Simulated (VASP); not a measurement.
Wanted: the native input for a VASP 6.6.1 run.

```yaml
Task: single point
Functional: PBEsol
Potentials_or_basis: VASP PAW PBE potentials, release 64 (K_sv, I)
Cutoff: 520 eV
k_mesh: 6 × 6 × 6
Occupations: gaussian, width 0.05 eV
Spin: no spin polarisation
Dipole_correction: no
Further_INCAR_settings: ALGO = Normal; EDIFF = 1e-07; NBANDS = 15
```

The structure of KI lies in POSCAR:

```
KI
1.0
    3.9479009272      0.0000000000      0.0000000000
    0.0000000000      3.9479009272      0.0000000000
    0.0000000000      0.0000000000      4.2911966600
K I
1 1
Direct
    0.0000000000      0.0000000000      0.0000000000
    0.5000000000      0.5000000000      0.5000000000
```

This cell differs from its parent crystal: strain -0.080 along x and y, +0.000 along z.

These files were run (other wordings do the same):

INCAR

```
ALGO = Normal ; EDIFF = 1E-7
ENCUT = 520 ; GGA = PS
ISIF = 2 ; ISMEAR = 0
LASPH = T ; LCHARG = F
LREAL = F ; LWAVE = F
NBANDS = 15 ; NELM = 60
PREC = Accurate ; SIGMA = 0.05
```

KPOINTS

```
k-points
0
Gamma
  6 6 6
```

Potentials or basis: VASP PAW PBE potentials, release 64 (K_sv, I).

Launch:

```console
$ cat potpaw_PBE.64/K_sv/POTCAR potpaw_PBE.64/I/POTCAR > POTCAR
$ mpirun -np 1 vasp_std > vasp.out
```

Results of the run:

| Quantity | Value |
| --- | --- |
| Pressure | 2.6 GPa |
| Band gap on the k mesh | 3.20 eV, indirect (least direct gap 3.32 eV) |

Caveat: the cell differs from its parent crystal (strain -0.080 along x and y, +0.000 along z); the PAW data sets were made with another functional, which shifts forces and pressure a little; spin-orbit coupling is left out, which moves the levels of the heavy elements.

It took 29 s on 1 thread of AMD EPYC 9R45 (Zen 5), with other jobs on the host, peak memory 0.16 GiB.
